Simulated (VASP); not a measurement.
# KMgF3 (Pm-3m) in VASP: notebook, part 2 of 2

VASP 6.6.1. Earlier steps stand in the parts before.

### Step 3. Relaxation of cell and atoms, PBEsol

This run uses another cell than the first one, of 13.33 Å³/atom.

Contents of INCAR:

```
SYSTEM = KMgF3
PREC = Accurate ; ENCUT = 600
EDIFF = 1E-7 ; ISMEAR = 0
SIGMA = 0.02 ; LREAL = .FALSE.
LASPH = .TRUE. ; NELM = 100
ALGO = Normal ; ISIF = 3
LWAVE = .FALSE. ; LCHARG = .FALSE.
GGA = PS ; IBRION = 2
NSW = 70 ; EDIFFG = -0.005
```

Contents of KPOINTS:

```
Automatic mesh
0
G
  6 6 6
  0 0 0
```

Contents of POSCAR:

```
KMgF3
1.0
    4.0541864042      0.0000000000      0.0000000000
    0.0000000000      4.0541864042      0.0000000000
    0.0000000000      0.0000000000      4.0541864042
K Mg F
1 1 3
Direct
    0.5000000000      0.5000000000      0.5000000000
    0.0000000000      0.0000000000      0.0000000000
    0.5000000000      0.0000000000      0.0000000000
    0.0000000000      0.5000000000      0.0000000000
    0.0000000000      0.0000000000      0.5000000000
```

Potentials or basis: VASP PAW PBE potentials, release 64 (K_sv, Mg, F).

On the command line:

```
$ cat potpaw_PBE.64/K_sv/POTCAR potpaw_PBE.64/Mg/POTCAR potpaw_PBE.64/F/POTCAR > POTCAR
$ mpirun -np 1 vasp_std > vasp.out
```

OUTCAR:

```text
SYSTEM = KMgF3
   PREC = Accurate
   ENCUT = 600
   EDIFF = 1E-7
   ISMEAR = 0
   LREAL = .FALSE.
   LASPH = .TRUE.
   NELM = 100
   ISIF = 3
   GGA = PS
   IBRION = 2
   NSW = 70
   EDIFFG = -0.005

 ion  position               nearest neighbor table
   1  0.500  0.500  0.500-   2 3.51   2 3.51   2 3.51   2 3.51   2 3.51   2 3.51   2 3.51   2 3.51

   2  0.000  0.000  0.000-   3 2.03   4 2.03   5 2.03   5 2.03   4 2.03   3 2.03   1 3.51   1 3.51
                             1 3.51   1 3.51   1 3.51   1 3.51   1 3.51   1 3.51
   3  0.500  0.000  0.000-   2 2.03   2 2.03
   4  0.000  0.500  0.000-   2 2.03   2 2.03
   5  0.000  0.000  0.500-   2 2.03   2 2.03

  LATTYP: Found a simple cubic cell.
 ALAT       =     4.0541864042

  Lattice vectors:

 A1 = (   4.0541864042,   0.0000000000,   0.0000000000)
 A2 = (   0.0000000000,   4.0541864042,   0.0000000000)
 A3 = (   0.0000000000,   0.0000000000,   4.0541864042)

Analysis of symmetry for initial positions (statically):
=====================================================================
 Subroutine PRICEL returns:
 Original cell was already a primitive cell.

 Routine SETGRP: Setting up the symmetry group for a
 simple cubic supercell.

 Subroutine GETGRP returns: Found 48 space group operations
[... 156 lines left out ...]

--------------------------------------- Ionic step        1  -------------------------------------------

 number of electron      32.0000043 magnetization

 Free energy of the ion-electron system (eV)
  ---------------------------------------------------
  ext. energy  EPLUGINS =         0.00000000
  ---------------------------------------------------
  free energy    TOTEN  =       -25.23888779 eV

  energy without entropy =      -25.23888779  energy(sigma->0) =      -25.23888779

------------------------ aborting loop because EDIFF is reached ----------------------------------------

  FORCE on cell =-STRESS in cart. coord.  units (eV):
  Direction    XX          YY          ZZ          XY          YZ          ZX
  --------------------------------------------------------------------------------------
  -------------------------------------------------------------------------------------
  Total       -1.4678180     -1.4678180     -1.4678180     -0.0000000     -0.0000000      0.0000000
  in kB      -35.2916244    -35.2916244    -35.2916244     -0.0000000     -0.0000000      0.0000000
  external PRESSURE =     -35.2916244 kB  Pullay stress =       0.0000000 kB
[... 65 lines left out ...]
--------------------------------------- Ionic step        3  -------------------------------------------

 number of electron      32.0000007 magnetization

 Free energy of the ion-electron system (eV)
  ---------------------------------------------------
  ext. energy  EPLUGINS =         0.00000000
  ---------------------------------------------------
  free energy    TOTEN  =       -25.27931780 eV

  energy without entropy =      -25.27931780  energy(sigma->0) =      -25.27931780

 E-fermi :  -1.5757     XC(G=0):  -9.9577

 val. band max:       -1.6976928213   @ k =   0.5000   0.5000   0.5000
 cond. band min:       5.4473394517   @ k =   0.0000   0.0000   0.0000
 fundamental gap:      7.1450322730
 Fermi energy:        -1.5757001529

 k-point     1 :       0.0000    0.0000    0.0000
  band No.  band energies     occupation
      1     -27.1657      2.00000
      2     -21.7156      2.00000
      3     -21.0416      2.00000
      4     -21.0416      2.00000
      5     -10.7313      2.00000
      6     -10.7313      2.00000
[... 481 lines left out ...]
  FREE ENERGIE OF THE ION-ELECTRON SYSTEM (eV)
  ---------------------------------------------------
  free  energy   TOTEN  =       -25.2793177977 eV

  energy  without entropy=      -25.2793177977  energy(sigma->0) =      -25.27931780

 reached required accuracy - stopping structural energy minimisation
```

OSZICAR:

```text
N       E                     dE             d eps       ncg     rms          rms(c)
DAV:   1     0.267099669339E+03    0.26710E+03   -0.18842E+04   816   0.170E+03
DAV:   2    -0.135536268899E+02   -0.28065E+03   -0.27298E+03  1060   0.411E+02
DAV:   3    -0.263189262027E+02   -0.12765E+02   -0.12730E+02   960   0.877E+01
[... 30 lines left out ...]
DAV:   4    -0.252792667921E+02    0.36467E-03   -0.15225E-03  1388   0.234E-01    0.125E-01
DAV:   5    -0.252793257592E+02   -0.58967E-04   -0.13815E-04  1044   0.979E-02    0.264E-02
DAV:   6    -0.252793139893E+02    0.11770E-04   -0.75103E-05  1336   0.665E-02    0.912E-03
DAV:   7    -0.252793174600E+02   -0.34708E-05   -0.48206E-06  1180   0.117E-02    0.190E-03
DAV:   8    -0.252793177244E+02   -0.26437E-06   -0.11971E-07   724   0.255E-03    0.192E-04
DAV:   9    -0.252793177977E+02   -0.73253E-07   -0.19838E-08   548   0.976E-04
   3 F= -.25279318E+02 E0= -.25279318E+02  d E =-.404300E-01
```

CONTCAR:

```text
KMgF3
   1.00000000000000
     3.9824433761560196    0.0000000000000000    0.0000000000000000
    -0.0000000000000000    3.9824433761560196    0.0000000000000000
    -0.0000000000000000   -0.0000000000000000    3.9824433761560196
  K               Mg              F
     1     1     3
Direct
     0.5000000000000000    0.5000000000000000    0.5000000000000000
     0.0000000000000000    0.0000000000000000    0.0000000000000000
     0.5000000000000000    0.0000000000000000    0.0000000000000000
     0.0000000000000000    0.5000000000000000    0.0000000000000000
     0.0000000000000000    0.0000000000000000    0.5000000000000000

  0.00000000E+00  0.00000000E+00  0.00000000E+00
  0.00000000E+00  0.00000000E+00  0.00000000E+00
  0.00000000E+00  0.00000000E+00  0.00000000E+00
  0.00000000E+00  0.00000000E+00  0.00000000E+00
  0.00000000E+00  0.00000000E+00  0.00000000E+00
```

Wall time 67 s (1 thread of Intel Xeon 8259CL, shared host); peak memory 0.21 GiB.

Results:

```
Free energy                           : -25.2793 eV
Relaxed volume                        : 12.63 Å³/atom
Relaxed cell                          : a = 3.982 Å, b = 3.982 Å, c = 3.982 Å, α = 90.00°, β = 90.00°, γ = 90.00°
Space group after relaxing (to 0.1 Å) : Pm-3m (No. 221)
Energy gained by relaxing             : 8.1 meV/atom
Ionic steps                           : 3
Pressure after relaxing               : 0.0 GPa
Band gap on the k mesh                : 7.14 eV (least direct gap 7.47 eV)
```

The path:
```tsv
step	energy change (eV)	largest force (eV/Å)	pressure (GPa)	volume (Å³)
1	0.0000	0.0000	-3.53	66.64
2	-0.0387	0.0000	-0.80	63.85
3	-0.0404	0.0000	-0.02	63.16
```

Final structure:
```xyz
5
Lattice="3.9824 0.0000 0.0000 0.0000 3.9824 0.0000 0.0000 0.0000 3.9824" Properties=species:S:1:pos:R:3 pbc="T T T"
K     1.9912    1.9912    1.9912
Mg    0.0000    0.0000    0.0000
F     1.9912    0.0000    0.0000
F     0.0000    1.9912    0.0000
F     0.0000    0.0000    1.9912
```

Levels at points of the mesh, in eV from the valence-band top:
| k point | band 14 | band 15 | band 16 | band 17 | band 18 | band 19 |
| --- | --- | --- | --- | --- | --- | --- |
| (0.00, 0.00, 0.00) | -0.32 | -0.32 | -0.32 | 7.15 | 9.95 | 9.95 |
| (0.50, 0.00, 0.00) | -0.88 | -0.54 | -0.54 | 9.97 | 10.32 | 11.02 |
| (0.50, 0.50, 0.00) | -0.91 | -0.91 | -0.02 | 10.83 | 11.60 | 12.47 |
| (0.50, 0.50, 0.50) | 0.00 | 0.00 | 0.00 | 10.32 | 10.32 | 10.32 |

Caveat: the PAW data sets were made with another functional, which shifts forces and pressure a little. A k mesh can miss the band edges.
